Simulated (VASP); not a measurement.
# LiF (Griceite) (Fm-3m) in VASP: further runs, part 2 of 2

VASP 6.6.1. Earlier steps stand in the parts before.

### Step 5. Single point, r2SCAN+D4

This run uses another cell than the first one, of 7.88 Å³/atom, 0.980 times its volume.

File POSCAR:

```
LiF
1.0
    0.0000000000      1.9902983548      1.9902983548
    1.9902983548      0.0000000000      1.9902983548
    1.9902983548      1.9902983548      0.0000000000
Li F
1 1
Direct
    0.0000000000      0.0000000000      0.0000000000
    0.5000000000      0.5000000000      0.5000000000
```

File INCAR.step1:

```
PREC = Accurate
ENCUT = 520
ISMEAR = 0
SIGMA = 0.01
LREAL = F
LASPH = T
NELM = 100
NBANDS = 12
GGA = PE
ALGO = Normal
EDIFF = 1E-4
LWAVE = T
LCHARG = F
```

File INCAR.step2:

```
PREC = Accurate
ENCUT = 520
EDIFF = 1E-7
ISMEAR = 0
SIGMA = 0.01
LREAL = F
LASPH = T
NELM = 100
ALGO = Normal
ISIF = 2
LWAVE = F
LCHARG = T
METAGGA = R2SCAN
LMIXTAU = T
IVDW = 13
VDW_S6 = 1.0
VDW_S8 = 0.6018749
VDW_A1 = 0.51559235
VDW_A2 = 5.77342911
LELF = T
LVHAR = T
NBANDS = 12
ISTART = 1
```

File KPOINTS:

```
regular mesh
0
Gamma
  7 7 7
```

Potentials or basis: VASP PAW PBE potentials, release 64 (Li_sv, F).

Command:

```bash
$ cat potpaw_PBE.64/Li_sv/POTCAR potpaw_PBE.64/F/POTCAR > POTCAR
$ cp INCAR.step1 INCAR
$ mpirun -np 1 vasp_std > vasp.out
$ cp INCAR.step2 INCAR
$ mpirun -np 1 vasp_std > vasp.out
```

OUTCAR:

```text
PREC = Accurate
   ENCUT = 520
   EDIFF = 1E-7
   ISMEAR = 0
   LREAL = F
   LASPH = T
   NELM = 100
   ISIF = 2
   METAGGA = R2SCAN
   IVDW = 13
   ISTART = 1

 ion  position               nearest neighbor table
   1  0.000  0.000  0.000-   2 1.99   2 1.99   2 1.99   2 1.99   2 1.99   2 1.99
   2  0.500  0.500  0.500-   1 1.99   1 1.99   1 1.99   1 1.99   1 1.99   1 1.99

  LATTYP: Found a face centered cubic cell.
 ALAT       =     3.9805967096

  Lattice vectors:

[... 481 lines left out ...]
------------------------ aborting loop because EDIFF is reached ----------------------------------------

  DFT-D4 for vdW energy calculation

  Edisp (eV):   -0.05457

  FORCE on cell =-STRESS in cart. coord.  units (eV):
  Direction    XX          YY          ZZ          XY          YZ          ZX
  --------------------------------------------------------------------------------------
  -------------------------------------------------------------------------------------
  Total      -0.06652    -0.06652    -0.06652     0.00000    -0.00000     0.00000
  in kB      -6.75886    -6.75886    -6.75886     0.00000    -0.00000     0.00000
  external pressure =       -6.76 kB  Pullay stress =        0.00 kB

 VOLUME and BASIS-vectors are now :
 -----------------------------------------------------------------------------
  energy-cutoff  :      520.00
  volume of cell :       15.77
      direct lattice vectors                 reciprocal lattice vectors
     0.000000000  1.990298355  1.990298355    -0.251218617  0.251218617  0.251218617
     1.990298355  0.000000000  1.990298355     0.251218617 -0.251218617  0.251218617
     1.990298355  1.990298355  0.000000000     0.251218617  0.251218617 -0.251218617

 POSITION                                       TOTAL-FORCE (eV/Angst)
 -----------------------------------------------------------------------------------
      0.00000      0.00000      0.00000        -0.000000      0.000000      0.000000
      1.99030      1.99030      1.99030         0.000000     -0.000000     -0.000000
 -----------------------------------------------------------------------------------
    total drift:                               -0.000000     -0.000000      0.000000

  FREE ENERGIE OF THE ION-ELECTRON SYSTEM (eV)
  ---------------------------------------------------
  free  energy   TOTEN  =       -11.9576542288 eV

  energy  without entropy=      -11.9576542288  energy(sigma->0) =      -11.95765423
```

OSZICAR.step1:

```text
N       E                     dE             d eps       ncg     rms          rms(c)
DAV:   1     0.299658920069E+02    0.29966E+02   -0.53857E+03   528   0.837E+02
DAV:   2    -0.902576434521E+01   -0.38992E+02   -0.38015E+02   576   0.186E+02
DAV:   3    -0.101176348366E+02   -0.10919E+01   -0.10889E+01   604   0.274E+01
DAV:   4    -0.101353054380E+02   -0.17671E-01   -0.17670E-01   548   0.375E+00
DAV:   5    -0.101354845244E+02   -0.17909E-03   -0.17909E-03   620   0.285E-01    0.454E+00
DAV:   6    -0.961375118624E+01    0.52173E+00   -0.24371E+00   536   0.979E+00    0.136E+00
DAV:   7    -0.961805711498E+01   -0.43059E-02   -0.19023E-02   640   0.122E+00    0.853E-01
DAV:   8    -0.962469561540E+01   -0.66385E-02   -0.14400E-02   576   0.125E+00    0.108E-01
DAV:   9    -0.962471558020E+01   -0.19965E-04   -0.92150E-04   556   0.275E-01
   1 F= -.96247156E+01 E0= -.96247156E+01  d E =-.795023E-46
```

Wall time 15 s (1 thread of Intel Xeon 6975P-C (Granite Rapids), shared host); peak memory 0.13 GiB.

Results:

* Free energy: -11.9577 eV
* Band gap on the k mesh: 10.62 eV, direct
* Dispersion energy per atom: -0.027 eV

Levels at points of the mesh, in eV from the valence-band top:
```
           k point  band 3  band 4  band 5  band 6  band 7  band 8
(0.00, 0.00, 0.00)    0.00    0.00    0.00   10.62   25.84   25.84
```

Caveat: the cutoff is under 1.25 times the usual one of these potentials, so pressure, stress and relaxed cells hold a basis-set (Pulay) error; the PAW data sets were made with another functional, which shifts forces and pressure a little. r2SCAN opens gaps a little over a GGA but as a rule still falls short of measured ones.

### Step 6. Relaxation of cell and atoms, RPBE

This run uses another cell than the first one, of 8.17 Å³/atom, 1.016 times its volume.

File INCAR:

```
PREC     = Accurate       # precision mode
ENCUT    = 600            # plane-wave cutoff, eV
EDIFF    = 1E-6           # SCF threshold, eV
ISMEAR   = 0              # smearing method
SIGMA    = 0.01           # smearing width, eV
LREAL    = F              # projectors in reciprocal space
LASPH    = T              # aspherical terms in the spheres
NELM     = 100            # most SCF steps
ALGO     = Normal         # electronic algorithm
ISIF     = 3              # what is computed and relaxed
LWAVE    = F              # write WAVECAR
LCHARG   = F              # write CHGCAR
GGA      = RP             # functional
IBRION   = 2              # ionic algorithm
NSW      = 50             # ionic steps
EDIFFG   = -0.01          # ionic threshold
```

KPOINTS is that of step 5.

File POSCAR:

```
LiF
1.0
    0.0000000000      2.0140000000      2.0140000000
    2.0140000000      0.0000000000      2.0140000000
    2.0140000000      2.0140000000      0.0000000000
Li F
1 1
Direct
    0.0000000000      0.0000000000      0.0000000000
    0.5000000000      0.5000000000      0.5000000000
```

Potentials or basis: VASP PAW PBE potentials, release 64 (Li_sv, F).

Command:

```bash
$ cat potpaw_PBE.64/Li_sv/POTCAR potpaw_PBE.64/F/POTCAR > POTCAR
$ mpirun -np 1 vasp_std > vasp.out
```

OUTCAR:

```text
PREC = Accurate
   ENCUT = 600
   EDIFF = 1E-6
   ISMEAR = 0
   LREAL = F
   LASPH = T
   NELM = 100
   ISIF = 3
   GGA = RP
   IBRION = 2
   NSW = 50
   EDIFFG = -0.01

 ion  position               nearest neighbor table
   1  0.000  0.000  0.000-   2 2.01   2 2.01   2 2.01   2 2.01   2 2.01   2 2.01
   2  0.500  0.500  0.500-   1 2.01   1 2.01   1 2.01   1 2.01   1 2.01   1 2.01

  LATTYP: Found a face centered cubic cell.
 ALAT       =     4.0280000000

  Lattice vectors:

 A1 = (   0.0000000000,   2.0140000000,   2.0140000000)
 A2 = (   2.0140000000,   0.0000000000,   2.0140000000)
 A3 = (   2.0140000000,   2.0140000000,   0.0000000000)

Analysis of symmetry for initial positions (statically):
=====================================================================
 Subroutine PRICEL returns:
 Original cell was already a primitive cell.

 Routine SETGRP: Setting up the symmetry group for a
 face centered cubic supercell.

 Subroutine GETGRP returns: Found 48 space group operations
 (whereof 48 operations were pure point group operations)
 out of a pool of 48 trial point group operations.

The static configuration has the point symmetry O_h .

Analysis of symmetry for dynamics (positions and initial velocities):
=====================================================================
 Subroutine PRICEL returns:
 Original cell was already a primitive cell.

 Routine SETGRP: Setting up the symmetry group for a
 face centered cubic supercell.

 Subroutine GETGRP returns: Found 48 space group operations
 (whereof 48 operations were pure point group operations)
 out of a pool of 48 trial point group operations.

The dynamic configuration has the point symmetry O_h .

 Subroutine INISYM returns: Found 48 space group operations
 (whereof 48 operations are pure point group operations),
 and found     1 'primitive' translations

----------------------------------------------------------------------------------------

                                     Primitive cell
[... 98 lines left out ...]
   NUPDOWN=      -1.0000    fix difference up-down
   EMIN   =  10.00;   EMAX   =-10.00  energy-range for DOS
   EFERMI =   0.00;   METHOD = LEGACY
   ISMEAR =     0;   SIGMA  =   0.01  broadening in eV -4-tet -1-fermi 0-gaus
   EFERMI_NEDOS =   21; number of points for ismear=-14 and -15
   IALGO  =     38    algorithm
   IMIX   =      4    mixing-type and parameters
     AMIX     =   0.40;   BMIX     =  1.00
     AMIX_MAG =   1.60;   BMIX_MAG =  1.00
  volume/ion in A,a.u.               =       8.17        55.13
  Fermi-wavevector in a.u.,A,eV,Ry     =   1.389970  2.626662 26.286674  1.932016
  Thomas-Fermi vector in A             =   2.513950
   LORBIT       =      0    0 simple, 1 ext, 2 COOP (PROOUT), +10 PAW based schemes
   GGA     = RP    functional components
   LHFCALC =     F    Hartree Fock is set to
   AEXX    =    0.0000 exact exchange contribution
   IVDW    =     0    specifies the selected vdW correction
   LEPSILON=     F    determine dielectric tensor
   LRPA    =     F    only Hartree local field effects (RPA)
 conjugate gradient relaxation of ions
 non-spin polarized calculation
 Gauss-broadening in eV      SIGMA  =   0.01
  energy-cutoff  :      600.00
  volume of cell :       16.34
 maximum number of plane-waves:       556
   NGX = 11   NGY = 11   NGZ = 11

--------------------------------------- Ionic step        1  -------------------------------------------

 number of electron      10.0000000 magnetization

 number of electron       9.9999992 magnetization

 Free energy of the ion-electron system (eV)
  ---------------------------------------------------
  ext. energy  EPLUGINS =         0.00000000
  ---------------------------------------------------
  free energy    TOTEN  =        -9.20698693 eV

  energy without entropy =       -9.20698693  energy(sigma->0) =       -9.20698693

------------------------ aborting loop because EDIFF is reached ----------------------------------------

  FORCE on cell =-STRESS in cart. coord.  units (eV):
  Direction    XX          YY          ZZ          XY          YZ          ZX
  --------------------------------------------------------------------------------------
  -------------------------------------------------------------------------------------
  Total        0.5553010      0.5553010      0.5553010     -0.0000000      0.0000000      0.0000000
  in kB       54.4541041     54.4541041     54.4541041     -0.0000000      0.0000000      0.0000000
  external PRESSURE =      54.4541041 kB  Pullay stress =       0.0000000 kB
[... 59 lines left out ...]
--------------------------------------- Ionic step        3  -------------------------------------------

 number of electron      10.0000009 magnetization

 Free energy of the ion-electron system (eV)
  ---------------------------------------------------
  ext. energy  EPLUGINS =         0.00000000
  ---------------------------------------------------
  free energy    TOTEN  =        -9.22859849 eV

  energy without entropy =       -9.22859849  energy(sigma->0) =       -9.22859849

 E-fermi :  -1.1989     XC(G=0):  -9.2504

 val. band max:       -1.2753895576   @ k =   0.0000   0.0000   0.0000
 cond. band min:       7.4134392749   @ k =   0.0000   0.0000   0.0000
 fundamental gap:      8.6888288324
 Fermi energy:        -1.1989200850

 k-point     1 :       0.0000    0.0000    0.0000
  band No.  band energies     occupation
      1     -42.7056      2.00000
      2     -21.1533      2.00000
      3      -1.2754      2.00000
      4      -1.2754      2.00000
      5      -1.2754      2.00000
      6       7.4134      0.00000
      7      22.1231      0.00000
      8      22.1233      0.00000
      9      22.1233      0.00000
[... 255 lines left out ...]
  FREE ENERGIE OF THE ION-ELECTRON SYSTEM (eV)
  ---------------------------------------------------
  free  energy   TOTEN  =        -9.2285984876 eV

  energy  without entropy=       -9.2285984876  energy(sigma->0) =       -9.22859849

 reached required accuracy - stopping structural energy minimisation
```

CONTCAR:

```text
LiF
   1.00000000000000
    -0.0000000000000000    2.0675762688968282    2.0675762688968282
     2.0675762688968282    0.0000000000000000    2.0675762688968282
     2.0675762688968282    2.0675762688968282    0.0000000000000000
  Li              F
     1     1
Direct
     0.0000000000000000    0.0000000000000000    0.0000000000000000
     0.5000000000000000    0.5000000000000000    0.5000000000000000

  0.00000000E+00  0.00000000E+00  0.00000000E+00
  0.00000000E+00  0.00000000E+00  0.00000000E+00
```

It took 5.9 s on 1 thread of Intel Xeon 6975P-C (Granite Rapids), shared host; peak memory 0.13 GiB.

What came out:

- Free energy: -9.2286 eV
- Relaxed volume: 8.84 Å³/atom
- Relaxed cell: a = 2.924 Å, b = 2.924 Å, c = 2.924 Å, α = 60.00°, β = 60.00°, γ = 60.00°
- Space group after relaxing (to 0.05 Å): Fm-3m (No. 225)
- Energy gained by relaxing: 10.8 meV/atom
- Ionic steps: 3
- Pressure after relaxing: 0.0 GPa
- Band gap on the k mesh: 8.69 eV, direct

The path:
| step | energy change (eV) | largest force (eV/Å) | pressure (GPa) | volume (Å³) |
| --- | --- | --- | --- | --- |
| 1 | 0.0000 | 0.0000 | 5.45 | 16.34 |
| 2 | -0.0164 | 0.0000 | 2.49 | 17.00 |
| 3 | -0.0216 | 0.0000 | 0.03 | 17.68 |

Final structure:
```
Li F
1.0
     0.00000    2.06758    2.06758
     2.06758    0.00000    2.06758
     2.06758    2.06758    0.00000
Li F
1 1
Direct
  0.00000 0.00000 0.00000
  0.50000 0.50000 0.50000
```

Levels at points of the mesh, in eV from the valence-band top:
```tsv
k point	band 1	band 2	band 3	band 4	band 5	band 6	band 7	band 8	band 9
(0.00, 0.00, 0.00)	-41.43	-19.88	0.00	0.00	0.00	8.69	23.40	23.40	23.40
```

Caveat: the cutoff is under 1.25 times the usual one of these potentials, so pressure, stress and relaxed cells hold a basis-set (Pulay) error; the PAW data sets were made with another functional, which shifts forces and pressure a little. As with any semilocal functional, this RPBE gap is likely too small.

### Step 7. The runs side by side

| task | level | cell | cutoff (eV) | gap on the mesh (eV) |
| --- | --- | --- | --- | --- |
| single point | PBEsol | a = 2.833 Å, angles 60.0°, 2 atoms | 520 | 9.06 |
| single point | RPBE | a = 2.939 Å, angles 60.0°, 2 atoms | 520 | 8.56 |
| single point | r2SCAN+rVV10 | a = 2.810 Å, angles 60.0°, 2 atoms | 520 | 10.60 |
| single point | r2SCAN+D4 | a = 2.815 Å, angles 60.0°, 2 atoms | 520 | 10.62 |
| relaxation of cell and atoms | RPBE | relaxed from a = 2.848 Å, angles 60.0°, 2 atoms | 600 | 8.69 |

Alike in all rows: potentials or basis VASP PAW PBE potentials, release 64 (Li_sv, F); no spin polarisation; k mesh 7 × 7 × 7; smearing gaussian 0.01 eV.

Caveats: the cutoff is under 1.25 times the usual one of these potentials, so pressure, stress and relaxed cells hold a basis-set (Pulay) error; the PAW data sets were made with another functional, which shifts forces and pressure a little.

Absolute energies hang on the potentials; compare differences alone.
